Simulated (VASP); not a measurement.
# BaC2 (I4/mmm) in VASP: notebook, part 2 of 2

VASP 6.6.1. The steps go on from the part before.

## (4) Single point, LDA (strain -0.050 along x and y, +0.050 along z)

The input, INCAR:

```
  PREC = Accurate
  ENCUT = 520
  EDIFF = 1E-7
  ISMEAR = 0
  SIGMA = 0.05
  LREAL = F
  LASPH = T
  NELM = 100
  ALGO = Normal
  ISIF = 2
  LWAVE = F
  LCHARG = F
  GGA = CA
  NBANDS = 16
```

The input, KPOINTS:

```
Automatic mesh
0
Gamma
  10 10 10
```

The input, POSCAR:

```
BaC2
1.0
   -2.0933449500      2.0933449500      3.8162176500
    2.0933449500     -2.0933449500      3.8162176500
    2.0933449500      2.0933449500     -3.8162176500
Ba C
1 2
Direct
    0.0000000000      0.0000000000      0.0000000000
    0.5870080000      0.5870080000      0.0000000000
    0.4129920000      0.4129920000      0.0000000000
```

Potentials or basis: VASP PAW LDA potentials, release 64 (Ba_sv, C).

Launch:

```
cat potpaw_LDA.64/Ba_sv/POTCAR potpaw_LDA.64/C/POTCAR > POTCAR
mpirun -np 1 vasp_std > vasp.out
```

OUTCAR:

```text
PREC = Accurate
   ENCUT = 520
   EDIFF = 1E-7
   ISMEAR = 0
   LREAL = F
   LASPH = T
   NELM = 100
   ISIF = 2
   GGA = CA

 ion  position               nearest neighbor table
   1  0.000  0.000  0.000-   2 3.03   2 3.03   2 3.03   3 3.03   3 3.03   3 3.03   2 3.03   3 3.03
                             2 3.15   3 3.15
   2  0.587  0.587  0.000-   3 1.33   1 3.03   1 3.03   1 3.03   1 3.03   1 3.15
   3  0.413  0.413  0.000-   2 1.33   1 3.03   1 3.03   1 3.03   1 3.03   1 3.15

  LATTYP: Found a body centered tetragonal cell.
 ALAT       =     4.1866899000
 C/A-ratio  =     1.8230237926

  Lattice vectors:

 A1 = (  -2.0933449500,   2.0933449500,   3.8162176500)
 A2 = (   2.0933449500,  -2.0933449500,   3.8162176500)
 A3 = (   2.0933449500,   2.0933449500,  -3.8162176500)

Analysis of symmetry for initial positions (statically):
=====================================================================
 Subroutine PRICEL returns:
 Original cell was already a primitive cell.

 Routine SETGRP: Setting up the symmetry group for a
 body centered tetragonal supercell.

[... 169 lines left out ...]

 val. band max:        0.3810144884   @ k =  -0.4000   0.5000   0.4000
 cond. band min:       1.5381743188   @ k =   0.5000   0.5000   0.0000
 fundamental gap:      1.1571598304
 Fermi energy:         0.6264870378

 k-point     1 :       0.0000    0.0000    0.0000
  band No.  band energies     occupation
      1     -25.4470      2.00000
      2     -11.4279      2.00000
      3     -10.5344      2.00000
      4     -10.5344      2.00000
      5     -10.5070      2.00000
      6      -2.3876      2.00000
[... 433 lines left out ...]
      3     -10.9252      2.00000
      4     -10.6178      2.00000
      5     -10.1872      2.00000
      6      -2.9428      2.00000
[... 8 lines left out ...]
     15       8.6469      0.00000
     16       8.8950      0.00000

 [... further k-points ...]

------------------------ aborting loop because EDIFF is reached ----------------------------------------

  FORCE on cell =-STRESS in cart. coord.  units (eV):
  Direction    XX          YY          ZZ          XY          YZ          ZX
  --------------------------------------------------------------------------------------
  -------------------------------------------------------------------------------------
  Total        0.9221435      0.9221435     -8.2817133      0.0000000      0.0000000      0.0000000
  in kB       22.0868796     22.0868796   -198.3608896      0.0000000      0.0000000      0.0000000
  external PRESSURE =     -51.3957101 kB  Pullay stress =       0.0000000 kB

 VOLUME and BASIS-vectors are now :
 -----------------------------------------------------------------------------
  energy-cutoff  :      520.00
  volume of cell :       66.89
      direct lattice vectors                 reciprocal lattice vectors
    -2.093344950  2.093344950  3.816217650     0.000000000  0.238852178  0.131019781
     2.093344950 -2.093344950  3.816217650     0.238852178  0.000000000  0.131019781
     2.093344950  2.093344950 -3.816217650     0.238852178  0.238852178  0.000000000

 POSITION                                       TOTAL-FORCE (eV/Angst)
 -----------------------------------------------------------------------------------
      0.00000      0.00000      0.00000         0.000000      0.000000      0.000000
      0.00000      0.00000      4.48030        -0.000000     -0.000000     -4.309674
      0.00000      0.00000      3.15213         0.000000      0.000000      4.309674
 -----------------------------------------------------------------------------------
    total drift:                                0.000000      0.000000      0.000000

  FREE ENERGIE OF THE ION-ELECTRON SYSTEM (eV)
  ---------------------------------------------------
  free  energy   TOTEN  =       -21.5127525760 eV

  energy  without entropy=      -21.5127525760  energy(sigma->0) =      -21.51275258
```

OSZICAR:

```text
N       E                     dE             d eps       ncg     rms          rms(c)
DAV:   1     0.773606142274E+02    0.77361E+02   -0.82100E+03  3264   0.993E+02
DAV:   2    -0.190608542511E+02   -0.96421E+02   -0.89208E+02  4576   0.184E+02
DAV:   3    -0.241397760255E+02   -0.50789E+01   -0.50602E+01  4504   0.435E+01
DAV:   4    -0.242280866182E+02   -0.88311E-01   -0.88293E-01  4520   0.560E+00
DAV:   5    -0.242297329434E+02   -0.16463E-02   -0.16463E-02  4608   0.578E-01    0.797E+00
DAV:   6    -0.216926826098E+02    0.25371E+01   -0.52430E+00  3776   0.115E+01    0.408E+00
DAV:   7    -0.215246962409E+02    0.16799E+00   -0.12984E+00  4952   0.608E+00    0.174E+00
DAV:   8    -0.215195706121E+02    0.51256E-02   -0.14799E-01  3856   0.213E+00    0.471E-01
DAV:   9    -0.215135595810E+02    0.60110E-02   -0.49380E-02  4136   0.126E+00    0.175E-01
DAV:  10    -0.215127366025E+02    0.82298E-03   -0.40891E-03  4096   0.401E-01    0.791E-02
DAV:  11    -0.215127493353E+02   -0.12733E-04   -0.42080E-04  4264   0.121E-01    0.304E-02
DAV:  12    -0.215127533385E+02   -0.40032E-05   -0.29569E-05  4048   0.314E-02    0.978E-03
DAV:  13    -0.215127526667E+02    0.67176E-06   -0.48911E-06  4368   0.124E-02    0.543E-03
DAV:  14    -0.215127525760E+02    0.90714E-07   -0.34129E-07  4064   0.392E-03
   1 F= -.21512753E+02 E0= -.21512753E+02  d E =-.163059E-13
```

It took 98 s on 1 thread of AMD EPYC 7R13 (Zen 3), shared host; peak memory 0.21 GiB.

What came out:

| Property | Result |
| --- | --- |
| Free energy | -21.5128 eV |
| Pressure | -5.1 GPa |
| Largest force | 4.310 eV/Å |
| Band gap on the k mesh | 1.16 eV (least direct gap 1.75 eV) |

Forces in eV/Å, atoms in the order of the input:
```
Ba   0.000  0.000  0.000
C    0.000  0.000 -4.310
C    0.000  0.000  4.310
```

Stress tensor (GPa, compression positive):
```
  2.21   0.00   0.00
  0.00   2.21   0.00
  0.00   0.00 -19.84
```

Caveat: the cell differs from its parent crystal (strain -0.050 along x and y, +0.050 along z); the cell stands under tension; spin-orbit coupling is left out, which moves the levels of the heavy elements; forces of over 1 eV/Å act on the atoms, so gaps and moduli don't describe the material at rest. A k mesh can miss the band edges.

## (5) Single point, LDA (strain -0.050 along x and y, +0.000 along z)

The input, INCAR:

```
  PREC = Accurate
  ENCUT = 520
  EDIFF = 1E-7
  ISMEAR = 0
  SIGMA = 0.05
  LREAL = False
  LASPH = True
  NELM = 100
  ALGO = Normal
  ISIF = 2
  LWAVE = False
  LCHARG = False
  GGA = CA
  NBANDS = 16
```

KPOINTS is that of step 4.

The input, POSCAR:

```
BaC2
1.0
   -2.0933449500      2.0933449500      3.6344930000
    2.0933449500     -2.0933449500      3.6344930000
    2.0933449500      2.0933449500     -3.6344930000
Ba C
1 2
Direct
    0.0000000000      0.0000000000      0.0000000000
    0.5870080000      0.5870080000      0.0000000000
    0.4129920000      0.4129920000      0.0000000000
```

Launch:

```
cat potpaw_LDA.64/Ba_sv/POTCAR potpaw_LDA.64/C/POTCAR > POTCAR
mpirun -np 1 vasp_std > vasp.out
```

Run time: 98 s. Hardware: 1 thread of AMD EPYC 7R13 (Zen 3), shared host; peak memory 0.21 GiB.

It converged, with:

* Free energy: -21.7640 eV
* Pressure: 0.4 GPa
* Largest force: 0.750 eV/Å
* Band gap on the k mesh: 1.17 eV (least direct gap 1.90 eV)

Forces in eV/Å, atoms in the order of the input:
```
Ba   0.000  0.000  0.000
C    0.000  0.000 -0.750
C    0.000  0.000  0.750
```

Stress tensor (GPa, compression positive):
```
 2.73  0.00  0.00
 0.00  2.73  0.00
 0.00  0.00 -4.22
```

Levels at points of the mesh, in eV from the valence-band top:
```csv
k point,band 7,band 8,band 9,band 10,band 11,band 12
"(0.00, 0.00, 0.00)",-1.90,-0.83,-0.83,3.15,3.15,3.51
"(0.50, 0.00, 0.00)",-2.23,-1.90,-0.02,4.65,5.62,5.63
"(0.50, 0.50, 0.00)",-1.06,-0.77,-0.73,1.17,5.02,6.96
"(0.50, 0.50, 0.50)",-0.95,-0.95,-0.15,2.51,6.17,6.17
```

Caveat: the cell differs from its parent crystal (strain -0.050 along x and y, +0.000 along z); spin-orbit coupling is left out, which moves the levels of the heavy elements. A k mesh can miss the band edges.

## (6) Overview

```csv
cell,gap on the mesh (eV),pressure (GPa),largest force (eV/Å)
"a = 4.890 Å, angles 123.5, 123.5, 84.0°, 3 atoms",1.66,-5.6,0.34
"a = 4.927 Å, angles 126.9, 126.9, 78.5°, 3 atoms",1.48,-8.5,4.13
"a = 4.830 Å, angles 128.6, 128.6, 75.6°, 3 atoms",1.16,-5.1,4.31
"a = 4.688 Å, angles 127.0, 127.0, 78.3°, 3 atoms",1.17,0.4,0.75
```

Alike in all rows: task single point; level LDA; potentials or basis VASP PAW LDA potentials, release 64 (Ba_sv, C); no spin polarisation; k mesh 10 × 10 × 10; cutoff (eV) 520; smearing gaussian 0.05 eV.

Caveats: spin-orbit coupling is left out, which moves the levels of the heavy elements; the cell stands under tension (at least some runs); forces of over 1 eV/Å act on the atoms, so gaps and moduli don't describe the material at rest (at least some runs).

Total energies depend on the potentials used, so only differences within one code and one set of settings carry meaning.
